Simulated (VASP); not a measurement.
# LuCl3OH2 in VASP: a series of runs

LuCl3OH2 is run at these levels: PBE; tasks: single point.

All numbers are computed with VASP 6.6.1; they aren't measurements. Logs are shortened: lines on timing, memory, paths and dates and some standing lists are left out, and cuts for length are marked.

## (1) The cell of the first run

The cell holds a molecule in a box, 7 atoms: a = 11.870 Å, b = 12.430 Å, c = 12.430 Å, α = 90.00°, β = 90.00°, γ = 90.00°.

## (2) Single point, PBE, non-collinear spin, zero start, spin-orbit coupling

INCAR

```
SYSTEM = LuH2Cl3O
PREC = Accurate
ENCUT = 520
EDIFF = 1E-7
ISMEAR = 0
SIGMA = 0.01
LREAL = .False.
LASPH = .True.
NELM = 150
ALGO = Normal
ISIF = 2
LWAVE = .False.
LCHARG = .True.
MAGMOM = 0 0 0 0 0 0 0 0 0 0 0 0 0 0 0 0 0 0 0 0 0
LORBIT = 11
LSORBIT = .True.
GGA_COMPAT = .False.
LORBMOM = .True.
GGA = PE
LVHAR = .True.
NBANDS = 71
```

KPOINTS

```
regular mesh
0
Gamma
  1 1 1
  0 0 0
```

POSCAR

```
LuH2Cl3O
1.0
   11.8700000000      0.0000000000      0.0000000000
    0.0000000000     12.4300000000      0.0000000000
    0.0000000000      0.0000000000     12.4300000000
Lu Cl O H
1 3 1 2
Direct
    0.5254591400      0.4594634000      0.5402614600
    0.6211406900      0.6037562300      0.6374513300
    0.3791069900      0.3620273500      0.6376975100
    0.6211406900      0.3622735300      0.3959686200
    0.4176647000      0.5683145600      0.4314103000
    0.3852780100      0.6376975100      0.4517900200
    0.3852780100      0.5479348400      0.3620273500
```

Potentials or basis: VASP PAW PBE potentials, release 64 (Lu, Cl, O, H).

Command:

```console
$ cat potpaw_PBE.64/Lu/POTCAR potpaw_PBE.64/Cl/POTCAR potpaw_PBE.64/O/POTCAR potpaw_PBE.64/H/POTCAR > POTCAR
$ mpirun -np 1 vasp_ncl > vasp.out
```

OUTCAR:

```text
SYSTEM = LuH2Cl3O
   PREC = Accurate
   ENCUT = 520
   EDIFF = 1E-7
   ISMEAR = 0
   LREAL = .False.
   LASPH = .True.
   NELM = 150
   ISIF = 2
   LORBIT = 11
   LSORBIT = .True.
   GGA = PE

 ion  position               nearest neighbor table
   1  0.525  0.459  0.540-   5 2.30   3 2.44   2 2.44   4 2.44
   2  0.621  0.604  0.637-   1 2.44
   3  0.379  0.362  0.638-   1 2.44
   4  0.621  0.362  0.396-   1 2.44
   5  0.418  0.568  0.431-   6 0.98   7 0.98   1 2.30
   6  0.385  0.638  0.452-   5 0.98
   7  0.385  0.548  0.362-   5 0.98

  LATTYP: Found a simple tetragonal cell.
 ALAT       =    12.4300000000
 C/A-ratio  =     0.9549477072

  Lattice vectors:

 A1 = (   0.0000000000,  12.4300000000,   0.0000000000)
 A2 = (   0.0000000000,   0.0000000000,  12.4300000000)
 A3 = (  11.8700000000,   0.0000000000,   0.0000000000)

Analysis of symmetry for initial positions (statically):
=====================================================================
 Subroutine PRICEL returns:
 Original cell was already a primitive cell.

 Routine SETGRP: Setting up the symmetry group for a
 simple tetragonal supercell.

 Subroutine GETGRP returns: Found  2 space group operations
 (whereof  1 operations were pure point group operations)
 out of a pool of 16 trial point group operations.

The static configuration has the point symmetry C_1 .
 The point group associated with its full space group is C_1h.

Analysis of symmetry for dynamics (positions and initial velocities):
=====================================================================
 Subroutine PRICEL returns:
 Original cell was already a primitive cell.

 Routine SETGRP: Setting up the symmetry group for a
[... 279 lines left out ...]
 ------------------------------------------------
  1         0.000   0.000  -0.000   0.000
  2        -0.000   0.000   0.000  -0.000
  3         0.000   0.000   0.000   0.000
  4         0.000   0.000   0.000   0.000
  5         0.000   0.000   0.000   0.000
  6        -0.000   0.000   0.000  -0.000
  7         0.000   0.000   0.000   0.000
 ------------------------------------------------
            0.000   0.000  -0.000   0.000

 orbital moment (y)

 # of ion     p       d       f       tot
 ------------------------------------------------
  1         0.000  -0.000   0.000  -0.000
  2        -0.000   0.000   0.000  -0.000
  3         0.000   0.000   0.000   0.000
  4         0.000   0.000   0.000   0.000
  5        -0.000   0.000   0.000  -0.000
  6         0.000   0.000   0.000   0.000
  7         0.000   0.000   0.000   0.000
 ------------------------------------------------
            0.000  -0.000   0.000   0.000

 orbital moment (z)

 # of ion     p       d       f       tot
 ------------------------------------------------
  1         0.000  -0.000   0.000  -0.000
  2         0.000   0.000   0.000   0.000
  3         0.000   0.000   0.000   0.000
  4        -0.000   0.000   0.000  -0.000
  5        -0.000   0.000   0.000  -0.000
  6         0.000   0.000   0.000   0.000
  7         0.000   0.000   0.000   0.000
 ------------------------------------------------
            0.000  -0.000   0.000   0.000

 Spin-Orbit-Coupling matrix elements

 Ion:    1  E_soc:     -1.3847704
 l=   1
     0.0000000    -0.2231149    -0.2232705
    -0.2231149     0.0000000    -0.2232705
    -0.2232705    -0.2232705     0.0000000
 l=   2
     0.0000000    -0.0006615     0.0000000    -0.0006550    -0.0016534
    -0.0006615     0.0000000    -0.0012825    -0.0006615    -0.0004275
     0.0000000    -0.0012825     0.0000000    -0.0012398     0.0000000
    -0.0006550    -0.0006615    -0.0012398     0.0000000    -0.0004137
    -0.0016534    -0.0004275     0.0000000    -0.0004137     0.0000000
 l=   3
     0.0000000    -0.0005886     0.0000000     0.0000000     0.0000000    -0.0005529    -0.0032959
    -0.0005886     0.0000000    -0.0009842     0.0000000    -0.0009888    -0.0015728    -0.0005933
     0.0000000    -0.0009842     0.0000000    -0.0022083    -0.0003702    -0.0009134     0.0000000
     0.0000000     0.0000000    -0.0022083     0.0000000    -0.0022075     0.0000000     0.0000000
[... 109 lines left out ...]
 l=   2
     0.0000000     0.0000000     0.0000000     0.0000000     0.0000000
     0.0000000     0.0000000     0.0000000     0.0000000     0.0000000
     0.0000000     0.0000000     0.0000000     0.0000000     0.0000000
     0.0000000     0.0000000     0.0000000     0.0000000     0.0000000
     0.0000000     0.0000000     0.0000000     0.0000000     0.0000000
 l=   3
     0.0000000     0.0000000     0.0000000     0.0000000     0.0000000     0.0000000     0.0000000
     0.0000000     0.0000000     0.0000000     0.0000000     0.0000000     0.0000000     0.0000000
     0.0000000     0.0000000     0.0000000     0.0000000     0.0000000     0.0000000     0.0000000
     0.0000000     0.0000000     0.0000000     0.0000000     0.0000000     0.0000000     0.0000000
     0.0000000     0.0000000     0.0000000     0.0000000     0.0000000     0.0000000     0.0000000
     0.0000000     0.0000000     0.0000000     0.0000000     0.0000000     0.0000000     0.0000000
     0.0000000     0.0000000     0.0000000     0.0000000     0.0000000     0.0000000     0.0000000

 total charge

# of ion       s       p       d       f       tot
--------------------------------------------------
    1        2.231   6.097   0.807  14.062  23.197
    2        1.598   3.540   0.000   0.000   5.138
    3        1.598   3.540   0.000   0.000   5.138
    4        1.598   3.540   0.000   0.000   5.138
    5        1.546   3.670   0.000   0.000   5.216
    6        0.598   0.118   0.000   0.000   0.717
    7        0.598   0.118   0.000   0.000   0.717
--------------------------------------------------
tot          9.768  20.623   0.807  14.062  45.260

 magnetization (x)

# of ion       s       p       d       f       tot
--------------------------------------------------
    1        0.000   0.000   0.000   0.000   0.000
    2       -0.000  -0.000   0.000   0.000  -0.000
    3        0.000   0.000   0.000   0.000   0.000
    4        0.000   0.000   0.000   0.000   0.000
    5        0.000   0.000   0.000   0.000   0.000
    6       -0.000   0.000   0.000   0.000  -0.000
    7        0.000  -0.000   0.000   0.000   0.000
--------------------------------------------------
tot          0.000   0.000   0.000   0.000   0.000

 magnetization (y)

# of ion       s       p       d       f       tot
--------------------------------------------------
    1        0.000   0.000   0.000   0.000   0.000
    2       -0.000  -0.000   0.000   0.000  -0.000
    3       -0.000  -0.000   0.000   0.000  -0.000
    4       -0.000  -0.000   0.000   0.000  -0.000
    5       -0.000  -0.000   0.000   0.000  -0.000
    6        0.000   0.000   0.000   0.000   0.000
    7        0.000   0.000   0.000   0.000   0.000
--------------------------------------------------
tot          0.000  -0.000   0.000   0.000  -0.000

 magnetization (z)

# of ion       s       p       d       f       tot
--------------------------------------------------
    1        0.000   0.000   0.000   0.000   0.000
    2       -0.000  -0.000   0.000   0.000  -0.000
    3       -0.000  -0.000   0.000   0.000  -0.000
    4       -0.000  -0.000   0.000   0.000  -0.000
    5       -0.000  -0.000   0.000   0.000  -0.000
    6        0.000   0.000   0.000   0.000   0.000
    7        0.000   0.000   0.000   0.000   0.000
--------------------------------------------------
tot          0.000  -0.000   0.000   0.000  -0.000
```

Wall time 29 min (1 thread of Intel Xeon Platinum 8259CL at 2.50GHz (Skylake/Cascade Lake), shared host); peak memory 4.6 GiB.

Results:

```
Free energy                                           : -32.8694 eV
Largest force                                         : 0.286 eV/Å
Net moment                                            : 0.00 μB per cell
Valence electrons inside the program's atomic spheres : Lu 23.20; Cl 5.14; O 5.22; H 0.72
```

Forces in eV/Å, atoms in the order of the input:
```
Lu  -0.067  0.021 -0.021
Cl  -0.119 -0.214 -0.126
Cl   0.231  0.120 -0.120
Cl  -0.119  0.126  0.214
O   -0.181  0.128 -0.128
H    0.127 -0.191 -0.011
H    0.127  0.011  0.191
```

Moments on the atoms (μB; x, y, z):
```
Lu  0.00 0.00 0.00
Cl  0.00 0.00 0.00
Cl  0.00 0.00 0.00
Cl  0.00 0.00 0.00
O   0.00 0.00 0.00
H   0.00 0.00 0.00
H   0.00 0.00 0.00
```

## (3) Single point, PBE

INCAR

```
  PREC = Accurate
  ENCUT = 1000
  EDIFF = 1E-6
  ISMEAR = 0
  SIGMA = 0.01
  LREAL = F
  LASPH = T
  NELM = 120
  ALGO = Normal
  ISIF = 2
  LWAVE = F
  LCHARG = F
  GGA = PE
  NBANDS = 36
  GGA_COMPAT = F
  NELMDL = -8
```

KPOINTS

```
Automatic mesh
0
Gamma
  1 1 1
```

POSCAR is that of step 2.

Potentials or basis: VASP PAW PBE potentials, release 64 (Lu, Cl, O_h, H_h).

Command:

```console
$ cat potpaw_PBE.64/Lu/POTCAR potpaw_PBE.64/Cl/POTCAR potpaw_PBE.64/O_h/POTCAR potpaw_PBE.64/H_h/POTCAR > POTCAR
$ mpirun -np 1 vasp_gam > vasp.out
```

It took 6.8 min on 1 thread of AMD EPYC 9R45 (Zen 5), shared host; peak memory 3 GiB.

The run converged. Its results:

- Free energy: -32.2068 eV
- Largest force: 0.318 eV/Å
- Gap between the frontier levels: 4.61 eV

Forces on the atoms (eV/Å):
```
Lu  -0.062  0.013 -0.013
Cl  -0.116 -0.209 -0.123
Cl   0.226  0.116 -0.116
Cl  -0.116  0.123  0.209
O   -0.216  0.165 -0.165
H    0.142 -0.263 -0.054
H    0.142  0.054  0.263
```

Levels at points of the mesh, in eV from the valence-band top:
```csv
k point,band 23,band 24,band 25,band 26,band 27,band 28,band 29,band 30,band 31,band 32
"(0.00, 0.00, 0.00)",-0.45,-0.34,-0.32,-0.25,0.00,4.61,5.65,5.87,6.01,6.39
```

Caveat: spin-orbit coupling is left out, which moves the levels of the heavy elements.
